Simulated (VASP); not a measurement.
Fe:

```
Fe
1.0
    -1.38080    1.38080    1.38080
     1.38080   -1.38080    1.38080
     1.38080    1.38080   -1.38080
Fe
1
Direct
  0.00000 0.00000 0.00000
```

Base run:

```yaml
Program: VASP 6.6.1
Functional: PBE
Potentials_or_basis: VASP PAW PBE potentials, release 64 (Fe)
Cutoff: 600 eV
k_mesh: 16 × 16 × 16
Occupations: fermi-dirac, width 0.2 eV
Spin: no spin polarisation
```

Its results: band gap on the k mesh zero (band 4 reaches 7.75 eV, above the bottom of band 5 at 5.72 eV); pressure 2.1 GPa.

Question: The run is repeated on the same cell with these changes: occupations from fermi-dirac, width 0.2 eV to fermi-dirac, width 0.03 eV. What comes out?

Answer: Band gap on the k mesh zero (band 4 reaches 7.72 eV, above the bottom of band 5 at 5.69 eV); pressure -1.6 GPa.

Caveats: the run has no spin polarisation, though such a crystal can be magnetic.
